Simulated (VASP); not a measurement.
A run of VASP 6.6.1:

File INCAR:

```
  PREC = Accurate
  ENCUT = 600
  EDIFF = 1E-7
  ISMEAR = 0
  SIGMA = 0.2
  LREAL = F
  LASPH = T
  NELM = 100
  ALGO = Normal
  ISIF = 3
  LWAVE = F
  LCHARG = F
  GGA = PE
  IBRION = 2
  NSW = 36
  EDIFFG = -0.08
```

File KPOINTS:

```
Automatic mesh
0
Gamma
  4 4 2
```

Contents of POSCAR:

```
Zn2Sn5N
1.0
    4.0000000000      0.0000000000      0.0000000000
    0.0000000000      4.0000000000      0.0000000000
    0.0000000000      0.0000000000     10.7000000000
Zn Sn N
2 5 1
Direct
    0.0000000000      0.5000000000      0.0000000000
    0.5000000000      0.0000000000      0.0000000000
    0.0000000000      0.0000000000      0.2070000000
    0.0000000000      0.0000000000      0.7930000000
    0.5000000000      0.5000000000      0.7750000000
    0.5000000000      0.5000000000      0.2250000000
    0.5000000000      0.5000000000      0.5000000000
    0.0000000000      0.0000000000      0.0000000000
```

Potentials or basis: VASP PAW PBE potentials, release 64 (Zn, Sn_d, N).

Run with:

```bash
$ cat potpaw_PBE.64/Zn/POTCAR potpaw_PBE.64/Sn_d/POTCAR potpaw_PBE.64/N/POTCAR > POTCAR
$ mpirun -np 1 vasp_std > vasp.out
```

Hardware: 1 thread of Intel(R) Xeon(R) 6975P-C (Granite Rapids) (shared host).

Task: How long does it take, and how much memory?

Result: It took 18 min on 1 thread of Intel(R) Xeon(R) 6975P-C (Granite Rapids), with other jobs on the host, peak memory 0.38 GiB. Counts: scf iterations 183, k points 12, ion steps 15.
